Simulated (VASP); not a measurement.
C, 2 atoms in the cell. Symmetry: Fd-3m, No. 227, cubic system. Conventional cell: a = 3.567 Å, b = 3.567 Å, c = 3.567 Å, α = 90.00°, β = 90.00°, γ = 90.00°. Within 2.1 Å of C (site symmetry -43m) lie 4 C at 1.54 Å. 

```yaml
Program: VASP 6.6.1
Task: relaxation of cell and atoms
Functional: PBE
Potentials_or_basis: VASP PAW PBE potentials, release 64 (C)
Cutoff: 600 eV
k_mesh: 8 × 8 × 8
Occupations: gaussian, width 0.01 eV
Spin: no spin polarisation
Target_pressure: 20 GPa
Dipole_correction: no
Further_INCAR_settings: ALGO = Normal; EDIFF = 1e-07; IBRION = 2; EDIFFG = -0.01; NSW = 80; ISIF = 3
```

Potentials or basis: VASP PAW PBE potentials, release 64 (C).

The run is started by

```console
$ cat potpaw_PBE.64/C/POTCAR > POTCAR
$ mpirun -np 1 vasp_std > vasp.out
```

Hardware: 1 thread of Intel Xeon 8259CL (shared host).

Q: Estimate the wall time of this run.

A: Run time: 17 s on 1 thread of Intel Xeon 8259CL, with other jobs on the host, peak memory 0.09 GiB. Counts: scf iterations 27, k points 29, ion steps 3.
